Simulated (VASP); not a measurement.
Input of a VASP 6.6.1 run:

INCAR

```
SYSTEM = CoSi
PREC = Accurate
ENCUT = 520
EDIFF = 1E-6
ISMEAR = 0
SIGMA = 0.1
LREAL = .FALSE.
LASPH = .TRUE.
NELM = 100
ALGO = Normal
ISIF = 2
LWAVE = .FALSE.
LCHARG = .FALSE.
GGA = PE
NBANDS = 36
```

File KPOINTS:

```
regular mesh
0
G
  8 8 8
  0 0 0
```

The input POSCAR:

```
CoSi
1.0
    4.3860899561      0.0000000000      0.0000000000
    0.0000000000      4.3860899561      0.0000000000
    0.0000000000      0.0000000000      4.3860899561
Co Si
4 4
Direct
    0.1461026345      0.1461026345      0.1461026345
    0.3538973655      0.8538973655      0.6461026345
    0.6461026345      0.3538973655      0.8538973655
    0.8538973655      0.6461026345      0.3538973655
    0.8435370564      0.8435370564      0.8435370564
    0.6564629436      0.1564629436      0.3435370564
    0.3435370564      0.6564629436      0.1564629436
    0.1564629436      0.3435370564      0.6564629436
```

Potentials or basis: VASP PAW PBE potentials, release 64 (Co, Si).

Run with:

```sh
$ cat potpaw_PBE.64/Co/POTCAR potpaw_PBE.64/Si/POTCAR > POTCAR
$ mpirun -np 1 vasp_std > vasp.out
```

Problem. What does it give for the largest force?

Solution. 0.007 eV/Å.

Problem. Estimate the band gap on the k mesh.

Solution. Zero (bands 26 and 27 overlap by 0.22 eV).

Problem. Estimate the pressure.

Solution. 7.1 GPa.

Forces in eV/Å, atoms in the order of the input:
```
Co  -0.001 -0.001 -0.001
Co   0.001  0.001 -0.001
Co  -0.001  0.001  0.001
Co   0.001 -0.001  0.001
Si   0.004  0.004  0.004
Si  -0.004 -0.004  0.004
Si   0.004 -0.004 -0.004
Si  -0.004  0.004 -0.004
```

Caveat: the cell stands under pressure; the run has no spin polarisation, though such a crystal can be magnetic. Spin polarisation is off, so any magnetic state and its effect on volume and gap are missing.
